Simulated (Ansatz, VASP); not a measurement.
Cs3Mg in VASP and in Ansatz

```
Cs Mg
1.0
     5.33111    0.00000    0.00000
     0.00000    5.33111    0.00000
     0.00000    0.00000    5.33111
Cs Mg
3 1
Direct
  0.00000 0.50000 0.50000
  0.50000 0.00000 0.50000
  0.50000 0.50000 0.00000
  0.00000 0.00000 0.00000
```

Alike in both runs: task relaxation of cell and atoms; functional PBE; k mesh 4 × 4 × 4; occupations gaussian, width 0.1 eV; no spin polarisation.

```csv
,VASP,Ansatz
version,VASP 6.6.1,Ansatz 0.2.0
potentials or method,"VASP PAW PBE potentials, release 64 (Cs_sv, Mg), cutoff 600 eV","scalar-relativistic, plane waves, PAW"
valence electrons in the cell,29,37
```

VASP gave:

```
gap on the k mesh at the Fermi level, each at its own relaxed structure (eV) : none
relaxed volume (Å³/atom)                                                     : 77.56
relaxed cell length with the largest relative difference (Å)                 : 6.770
```

Q: What did Ansatz give for the same quantities?

A: gap on the k mesh at the Fermi level, each at its own relaxed structure (eV): none; relaxed volume (Å³/atom): 77.63; relaxed cell length with the largest relative difference (Å): 6.772.

A gap of «none» marks a metal or a gap that the smearing closes. VASP's potentials hold 29 valence electrons a cell and Ansatz's 37, so a difference there can come from the potentials and not from the codes.

Neither program's run includes spin-orbit coupling. Noted on VASP's run: the volume moved by over 15 % at a fixed basis, so the end points are rough.
